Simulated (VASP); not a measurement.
# C in VASP: notebook

C is run at these levels: PBE+D3(BJ); tasks: single point.

Everything below comes from runs of VASP 6.6.1. Logs are shortened: lines on timing, memory, paths and dates and some standing lists are left out, and cuts for length are marked.

### Step 1. The cell of the first run

The cell holds a slab with vacuum, 4 atoms: a = 2.466 Å, b = 2.466 Å, c = 17.500 Å, α = 90.00°, β = 90.00°, γ = 120.00°.

### Step 2. Single point, PBE+D3(BJ)

Contents of INCAR:

```
SYSTEM = C
PREC = Accurate
ENCUT = 520
EDIFF = 1E-6
ISMEAR = 0
SIGMA = 0.1
LREAL = .FALSE.
LASPH = .TRUE.
NELM = 100
ALGO = Normal
ISIF = 2
LWAVE = .FALSE.
LCHARG = .TRUE.
LDIPOL = .TRUE.
IDIPOL = 3
DIPOL = 0.5 0.5 0.357
GGA = PE
IVDW = 12
LELF = .TRUE.
LVHAR = .TRUE.
LVACPOTAV = .TRUE.
NBANDS = 16
```

Contents of KPOINTS:

```
regular mesh
0
G
  15 15 1
  0 0 0
```

Contents of POSCAR:

```
C
1.0
    2.4656524409      0.0000000000      0.0000000000
   -1.2328262205      2.1353176508      0.0000000000
    0.0000000000      0.0000000000     17.5000663883
C
4
Direct
    0.6666666667      0.3333333333      0.2571437784
    0.3333333333      0.6666666667      0.2571418816
    0.6666666667      0.3333333333      0.4577163429
    0.3333333333      0.6666666667      0.4577144461
```

Potentials or basis: VASP PAW PBE potentials, release 64 (C).

Launch:

```console
$ cat potpaw_PBE.64/C/POTCAR > POTCAR
$ mpirun -np 1 vasp_std > vasp.out
```

OUTCAR:

```text
SYSTEM = C
   PREC = Accurate
   ENCUT = 520
   EDIFF = 1E-6
   ISMEAR = 0
   LREAL = .FALSE.
   LASPH = .TRUE.
   NELM = 100
   ISIF = 2
   GGA = PE
   IVDW = 12
 IVDW          = 12

 ion  position               nearest neighbor table
   1  0.667  0.333  0.257-   2 1.42   2 1.42   2 1.42
   2  0.333  0.667  0.257-   1 1.42   1 1.42   1 1.42
   3  0.667  0.333  0.458-   4 1.42   4 1.42   4 1.42
   4  0.333  0.667  0.458-   3 1.42   3 1.42   3 1.42

  LATTYP: Found a hexagonal cell.
 ALAT       =     2.4656524409
 C/A-ratio  =     7.0975398227

  Lattice vectors:

 A1 = (   2.4656524409,   0.0000000000,   0.0000000000)
 A2 = (  -1.2328262205,   2.1353176508,   0.0000000000)
 A3 = (   0.0000000000,   0.0000000000,  17.5000663883)

Analysis of symmetry for initial positions (statically):
=====================================================================
 Subroutine PRICEL returns:
 Original cell was already a primitive cell.

 Routine SETGRP: Setting up the symmetry group for a
 hexagonal supercell.

 Subroutine GETGRP returns: Found 24 space group operations
 (whereof 12 operations were pure point group operations)
 out of a pool of 24 trial point group operations.

The static configuration has the point symmetry C_6v.
 The point group associated with its full space group is D_6h.

Analysis of symmetry for dynamics (positions and initial velocities):
=====================================================================
 Subroutine PRICEL returns:
 Original cell was already a primitive cell.

 Routine SETGRP: Setting up the symmetry group for a
 hexagonal supercell.

 Subroutine GETGRP returns: Found 24 space group operations
 (whereof 12 operations were pure point group operations)
 out of a pool of 24 trial point group operations.

The dynamic configuration has the point symmetry C_6v.
 The point group associated with its full space group is D_6h.

 Subroutine INISYM returns: Found 24 space group operations
 (whereof 12 operations are pure point group operations),
 and found     1 'primitive' translations

----------------------------------------------------------------------------------------

                                     Primitive cell

  volume of cell :      92.1370

  direct lattice vectors                    reciprocal lattice vectors
     2.465652441  0.000000000  0.000000000     0.405572166  0.234157199  0.000000000
    -1.232826221  2.135317651  0.000000000     0.000000000  0.468314398  0.000000000
     0.000000000  0.000000000 17.500066388     0.000000000  0.000000000  0.057142640

  length of vectors
     2.465652441  2.465652441 17.500066388     0.468314398  0.468314398  0.057142640

  position of ions in fractional coordinates (direct lattice)
     0.666666667  0.333333333  0.257143778
     0.333333333  0.666666667  0.257141882
     0.666666667  0.333333333  0.457716343
     0.333333333  0.666666667  0.457714446

  ion indices of the primitive-cell ions
   primitive index   ion index
                 1           1
                 2           2
                 3           3
                 4           4

----------------------------------------------------------------------------------------

 KPOINTS: regular mesh

Automatic generation of k-mesh.
 Grid dimensions read from file:
 generate k-points for:   15   15    1

 Generating k-lattice:

  Cartesian coordinates                     Fractional coordinates (reciprocal lattice)
     0.027038144  0.015610480  0.000000000     0.066666667  0.000000000  0.000000000
     0.000000000  0.031220960  0.000000000     0.000000000  0.066666667  0.000000000
     0.000000000  0.000000000  0.057142640     0.000000000  0.000000000  1.000000000

  Length of vectors
     0.031220960  0.031220960  0.057142640

  Shift w.r.t. Gamma in fractional coordinates (k-lattice)
     0.000000000  0.000000000  0.000000000

 Subroutine IBZKPT returns following result:
 ===========================================

 Found     27 irreducible k-points:

 Following reciprocal coordinates:
            Coordinates               Weight
  0.000000  0.000000  0.000000      1.000000
  0.066667  0.000000  0.000000      6.000000
  0.133333 -0.000000  0.000000      6.000000
  0.200000  0.000000  0.000000      6.000000
  0.266667 -0.000000  0.000000      6.000000
  0.333333  0.000000  0.000000      6.000000
[... 16 lines left out ...]
  0.333333  0.200000  0.000000     12.000000
  0.400000  0.200000  0.000000      6.000000
 [... further k-points ...]
   k-points           NKPTS =     27   k-points in BZ     NKDIM =     27   number of bands    NBANDS=     16
   number of dos      NEDOS =    301   number of ions     NIONS =      4
   total plane-waves  NPLWV =  45360
   dimension x,y,z NGX =    18 NGY =   18 NGZ =  140
   dimension x,y,z NGXF=    36 NGYF=   36 NGZF=  280
   ions per type =               4
   NGX,Y,Z   is equivalent  to a cutoff of  12.14, 12.14, 13.30 a.u.
   NGXF,Y,Z  is equivalent  to a cutoff of  24.27, 24.27, 26.60 a.u.
 SYSTEM =  C
   PREC   = accura    normal or accurate (medium, high low for compatibility)
   ISTART =      0    job   : 0-new  1-cont  2-samecut
   ICHARG =      2    charge: 1-file 2-atom 10-const
   ISPIN  =      1    spin polarized calculation?
   LNONCOLLINEAR =      F non collinear calculations
   LSORBIT =      F    spin-orbit coupling
   LASPH  =      T    aspherical Exc in radial PAW
   ENCUT  =  520.0 eV  38.22 Ry    6.18 a.u.   4.58  4.58 32.54*2*pi/ulx,y,z
   NELM   =    100;   NELMIN=  2; NELMDL= -5     # of ELM steps
   EDIFF  = 0.1E-05   stopping-criterion for ELM
   LREAL  =      F    real-space projection
   EDIFFG = 0.1E-04   stopping-criterion for IOM
   NSW    =      0    number of steps for IOM
   IBRION =     -1    ionic relax: 0-MD 1-quasi-New 2-CG
   NFREE  =      0    steps in history (QN), initial steepest desc. (CG)
   ISIF   =      2    stress and relaxation
   ISYM   =      2    0-nonsym 1-usesym 2-fastsym
   POTIM  = 0.5000    time-step for ionic-motion
   TEBEG  =    0.0;   TEEND  =   0.0 temperature during run
   PSTRESS=    0.0 pullay stress
   NELECT =      16.0000    total number of electrons
   NUPDOWN=      -1.0000    fix difference up-down
   EMIN   =  10.00;   EMAX   =-10.00  energy-range for DOS
   EFERMI =   0.00;   METHOD = LEGACY
   ISMEAR =     0;   SIGMA  =   0.10  broadening in eV -4-tet -1-fermi 0-gaus
   EFERMI_NEDOS =   21; number of points for ismear=-14 and -15
   IALGO  =     38    algorithm
   IMIX   =      4    mixing-type and parameters
     AMIX     =   0.40;   BMIX     =  1.00
     AMIX_MAG =   1.60;   BMIX_MAG =  1.00
  volume/ion in A,a.u.               =      23.03       155.44
  Fermi-wavevector in a.u.,A,eV,Ry     =   0.913349  1.725980 11.350070  0.834207
  Thomas-Fermi vector in A             =   2.037850
   LORBIT       =      0    0 simple, 1 ext, 2 COOP (PROOUT), +10 PAW based schemes
   GGA     = PE    functional components
   LHFCALC =     F    Hartree Fock is set to
   AEXX    =    0.0000 exact exchange contribution
   IVDW    =    12    specifies the selected vdW correction
   LEPSILON=     F    determine dielectric tensor
   LRPA    =     F    only Hartree local field effects (RPA)
 non-spin polarized calculation
 Gauss-broadening in eV      SIGMA  =   0.10
  energy-cutoff  :      520.00
  volume of cell :       92.14
 maximum number of plane-waves:      2516
   NGX =  9   NGY =  9   NGZ = 65

 dipolmoment           0.000000      0.000000      0.000302 electrons x Angstroem

 number of electron      15.9999997 magnetization

 dipolmoment           0.000000      0.000000     -0.000131 electrons x Angstroem

 Free energy of the ion-electron system (eV)
  ---------------------------------------------------
  ext. energy  EPLUGINS =         0.00000000
  ---------------------------------------------------
  free energy    TOTEN  =       -36.87373128 eV

  energy without entropy =      -36.87372859  energy(sigma->0) =      -36.87372993

 E-fermi :  -0.8250     XC(G=0):  -4.4589

 val. band max:       -1.0821521891   @ k =   0.3333   0.3333   0.0000
 cond. band min:      -0.5678828137   @ k =   0.3333   0.3333   0.0000
 fundamental gap:      0.5142693754
 Fermi energy:        -0.8250173727

 k-point     1 :       0.0000    0.0000    0.0000
  band No.  band energies     occupation
      1     -20.3996      2.00000
      2     -20.2937      2.00000
      3      -8.8258      2.00000
      4      -8.0492      2.00000
      5      -3.8687      2.00000
      6      -3.8687      2.00000
[... 8 lines left out ...]
     15       7.4725      0.00000
     16       7.5072      0.00000

 k-point     2 :       0.0667    0.0000    0.0000
  band No.  band energies     occupation
      1     -20.2941      2.00000
      2     -20.1890      2.00000
      3      -8.6990      2.00000
      4      -7.9255      2.00000
      5      -4.2944      2.00000
      6      -4.2802      2.00000
[... 8 lines left out ...]
     15       7.5596      0.00000
     16       7.9237      0.00000

 k-point     3 :       0.1333   -0.0000    0.0000
  band No.  band energies     occupation
      1     -19.9786      2.00000
      2     -19.8755      2.00000
      3      -8.3206      2.00000
      4      -7.5563      2.00000
      5      -5.4255      2.00000
      6      -5.4048      2.00000
[... 8 lines left out ...]
     15       7.5846      0.00000
     16       8.8540      0.00000
[... 362 lines left out ...]
 k-point    23 :       0.3333    0.2000    0.0000
  band No.  band energies     occupation
      1     -15.4600      2.00000
      2     -15.3840      2.00000
      3     -12.4985      2.00000
      4     -12.4413      2.00000
      5      -9.5518      2.00000
      6      -9.5149      2.00000
[... 8 lines left out ...]
     15      10.1750      0.00000
     16      11.0265      0.00000

 k-point    24 :       0.4000    0.2000    0.0000
  band No.  band energies     occupation
      1     -14.5314      2.00000
      2     -14.4590      2.00000
      3     -13.5365      2.00000
      4     -13.4752      2.00000
      5      -9.6847      2.00000
      6      -9.6473      2.00000
[... 8 lines left out ...]
     15      10.9641      0.00000
     16      11.2638      0.00000

 [... further k-points ...]

------------------------ aborting loop because EDIFF is reached ----------------------------------------

 Edisp (eV)   -0.46479

 E8    (eV) :    -0.1383

  FORCE on cell =-STRESS in cart. coord.  units (eV):
  Direction    XX          YY          ZZ          XY          YZ          ZX
  --------------------------------------------------------------------------------------
  -------------------------------------------------------------------------------------
  Total       0.09813     0.09813     0.04300    -0.00000    -0.00000    -0.00000
  in kB       1.70645     1.70645     0.74772    -0.00000    -0.00000    -0.00000
  external pressure =        1.39 kB  Pullay stress =        0.00 kB

 VOLUME and BASIS-vectors are now :
 -----------------------------------------------------------------------------
  energy-cutoff  :      520.00
  volume of cell :       92.14
      direct lattice vectors                 reciprocal lattice vectors
     2.465652441  0.000000000  0.000000000     0.405572166  0.234157199  0.000000000
    -1.232826221  2.135317651  0.000000000     0.000000000  0.468314398  0.000000000
     0.000000000  0.000000000 17.500066388     0.000000000  0.000000000  0.057142640

 POSITION                                       TOTAL-FORCE (eV/Angst)
 -----------------------------------------------------------------------------------
      1.23283      0.71177      4.50003        -0.000000      0.000000     -0.009619
     -0.00000      1.42355      4.50000         0.000000     -0.000000     -0.009619
      1.23283      0.71177      8.01007        -0.000000      0.000000      0.009619
     -0.00000      1.42355      8.01003         0.000000     -0.000000      0.009619
 -----------------------------------------------------------------------------------
    total drift:                                0.000000      0.000000     -0.029664

  FREE ENERGIE OF THE ION-ELECTRON SYSTEM (eV)
  ---------------------------------------------------
  free  energy   TOTEN  =       -37.3385178999 eV

  energy  without entropy=      -37.3385152031  energy(sigma->0) =      -37.33851655

 vacuum level on the upper side and lower side of the slab         3.440         3.444
```

It took 44 s on 1 thread of Intel Xeon Platinum 8259CL at 2.50GHz (Skylake/Cascade Lake), shared host; peak memory 0.2 GiB.

Results:

| Item | Value |
| --- | --- |
| Free energy | -37.3385 eV |
| Largest force | 0.010 eV/Å |
| Band gap on the k mesh | 0.51 eV, direct |
| Dispersion energy per atom | -0.116 eV |

Forces in eV/Å, atoms in the order of the input:
```
C    0.000  0.000 -0.010
C    0.000  0.000 -0.010
C    0.000  0.000  0.010
C    0.000  0.000  0.010
```

### Step 3. Single point, PBE+D3(BJ)

Contents of INCAR:

```
  PREC = Accurate
  ENCUT = 520
  EDIFF = 1E-6
  ISMEAR = 0
  SIGMA = 0.1
  LREAL = F
  LASPH = T
  NELM = 80
  ALGO = Normal
  ISIF = 2
  LWAVE = F
  LCHARG = F
  LDIPOL = T
  IDIPOL = 3
  DIPOL = 0.5 0.5 0.386
  GGA = PE
  IVDW = 12
  NBANDS = 16
```

Contents of KPOINTS:

```
regular mesh
0
Gamma
  15 15 1
```

POSCAR, as its differences from that of step 2:

```diff
@@ -10,3 +10,3 @@
     0.3333333333      0.6666666667      0.2571418816
-    0.6666666667      0.3333333333      0.4577163429
-    0.3333333333      0.6666666667      0.4577144461
+    0.6666666667      0.3333333333      0.5148589833
+    0.3333333333      0.6666666667      0.5148570865
```

Potentials or basis: VASP PAW PBE potentials, release 64 (C).

Launch:

```console
$ cat potpaw_PBE.64/C/POTCAR > POTCAR
$ mpirun -np 1 vasp_std > vasp.out
```

It took 41 s on 1 thread of Intel Xeon Platinum 8259CL at 2.50GHz (Skylake/Cascade Lake), shared host; peak memory 0.2 GiB.

It converged, with:

- Free energy: -37.3012 eV
- Largest force: 0.020 eV/Å
- Band gap on the k mesh: 0.08 eV, direct
- Dispersion energy per atom: -0.100 eV

Forces on the atoms (eV/Å):
```
C    0.000  0.000  0.020
C    0.000  0.000  0.020
C    0.000  0.000 -0.020
C    0.000  0.000 -0.020
```

Levels at points of the mesh, in eV from the valence-band top:
| k point | band 4 | band 5 | band 6 | band 7 | band 8 | band 9 | band 10 | band 11 | band 12 | band 13 |
| --- | --- | --- | --- | --- | --- | --- | --- | --- | --- | --- |
| (0.00, 0.00, 0.00) | -7.50 | -3.00 | -3.00 | -3.00 | -3.00 | 3.17 | 3.82 | 4.39 | 5.73 | 6.89 |
